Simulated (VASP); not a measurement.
Write the native input for VASP 6.6.1 that does the following.

| Quantity | Value |
| --- | --- |
| Task | single point |
| Functional | PBEsol |
| Dispersion | D3(BJ) |
| Potentials or basis | VASP PAW PBE potentials, release 64 (Al) |
| Cutoff | 500 eV |
| k mesh | 18 × 18 × 18 |
| Occupations | gaussian, width 0.1 eV |
| Spin | no spin polarisation |
| Dipole correction | no |
| Further INCAR settings | ALGO = Normal; EDIFF = 1e-06; NBANDS = 8 |

The structure of Al lies in POSCAR:

```
Al
1.0
    0.0000000000      1.9809534547      1.9809534547
    1.9809534547      0.0000000000      1.9809534547
    1.9809534547      1.9809534547      0.0000000000
Al
1
Direct
    0.0000000000      0.0000000000      0.0000000000
```

The input as run:

INCAR

```
ALGO = Normal
EDIFF = 1E-6
ENCUT = 500
GGA = PS
GGA_COMPAT = False
ISIF = 2
ISMEAR = 0
IVDW = 12
LASPH = True
LCHARG = False
LREAL = False
LWAVE = False
NBANDS = 8
NELM = 120
PREC = Accurate
SIGMA = 0.1
```

KPOINTS

```
k-points
0
Gamma
  18 18 18
```

Potentials or basis: VASP PAW PBE potentials, release 64 (Al).

Launch:

```bash
$ cat potpaw_PBE.64/Al/POTCAR > POTCAR
$ mpirun -np 1 vasp_std > vasp.out
```

Results of the run:

```
Pressure                   : 0.1 GPa
Dispersion energy per atom : -0.337 eV
```

Caveat: the PAW data sets were made with another functional, which shifts forces and pressure a little; pairwise dispersion overbinds metals, which lowers pressure and volume.

Run time: 25 s on 1 thread of AMD EPYC 7R13 (shared host), peak memory 0.11 GiB.
